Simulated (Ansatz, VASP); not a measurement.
# Two plane-wave programs on TiO2

Contents of INCAR:

```
  PREC = Accurate
  ENCUT = 520
  EDIFF = 1E-6
  ISMEAR = -1
  SIGMA = 0.05
  LREAL = False
  LASPH = True
  NELM = 80
  ALGO = Normal
  ISIF = 2
  LWAVE = False
  LCHARG = False
  GGA = PE
  NBANDS = 33
```

File KPOINTS:

```
Automatic mesh
0
Gamma
  5 5 8
```

Contents of POSCAR:

```
TiO2
1.0
    4.5998373239     -0.0459983732      0.0000000000
   -0.0459983732      4.5998373239      0.0000000000
    0.0000000000      0.0000000000      2.9592135600
Ti O
2 4
Direct
    0.0000000000      0.0000000000      0.5000000000
    0.5000000000      0.5000000000      0.0000000000
    0.3043213200      0.3043213200      0.5000000000
    0.1956786800      0.8043213200      0.0000000000
    0.8043213200      0.1956786800      0.0000000000
    0.6956786800      0.6956786800      0.5000000000
```

Contents of input.yaml:

```yaml
crystal:
  lattice:
    - [4.5998373239, -0.0459983732, 0.0]
    - [-0.0459983732, 4.5998373239, 0.0]
    - [0.0, 0.0, 2.95921356]
  atoms:
    - { symbol: Ti, position: [0.0, 0.0, 0.5] }
    - { symbol: Ti, position: [0.5, 0.5, 0.0] }
    - { symbol: O, position: [0.30432132, 0.30432132, 0.5] }
    - { symbol: O, position: [0.19567868, 0.80432132, 0.0] }
    - { symbol: O, position: [0.80432132, 0.19567868, 0.0] }
    - { symbol: O, position: [0.69567868, 0.69567868, 0.5] }
hamiltonian:
  xc: pbe
  pseudopotentials: { kind: paw }
kpoints:
  mp_grid: { grid: [5, 5, 8] }
  band_path:
    path:
      - [[0.0, 0.0, 0.0], [0.4901970395, 0.4901970395, 0.0], [0.0, 0.5, 0.0], [0.0, 0.5, 0.5], [0.4901970395, 0.4901970395, 0.5], [0.0, 0.0, 0.5], [0.0, 0.0, 0.0], [-0.5, 0.5, 0.0], [-0.4901970395, 0.5098029605, 0.0], [-0.4901970395, 0.5098029605, 0.5], [-0.5, 0.5, 0.5], [-0.5, 0.5, 0.0]]
      - [[0.0, 0.0, 0.5], [-0.5, 0.5, 0.5]]
    npoints: 14
scf:
  occupations: { method: fermi_dirac, width: 0.05 }
  n_extra_bands: 15
output:
  forces: true
  stress: true
  eigenvalues: true
  fatbands: false
```

Alike in both runs: functional PBE; k mesh 5 × 5 × 8; occupations fermi-dirac, width 0.05 eV; no spin polarisation.

```csv
,VASP,Ansatz
version,VASP 6.6.1,Ansatz 0.2.0
potentials or method,"VASP PAW PBE potentials, release 64 (Ti_sv, O)",Ansatz PAW
plane-wave cutoff (eV),520,420
valence electrons in the cell,48,48
task,single point,band structure
```

|  | VASP | Ansatz | Ansatz less VASP |
| --- | --- | --- | --- |
| gap on the k mesh at the Fermi level (eV) | 1.84 | 1.87 | +0.026 |
| least direct gap on the mesh (eV) | 1.84 | 1.87 | +0.026 |
| pressure (GPa) | 5.0 | 4.4 | -0.67 |
| traceless stress, the component that is largest in VASP (GPa) | 4.60 | 4.56 | -0.037 |
| rms of the force components (eV/Å) | 0.020 | 0.020 | -0.0008 |

Atom by atom the forces differ by 0.012 eV/Å (rms over components). With one functional, cell and mesh, what is left measures potentials, basis and numerics.
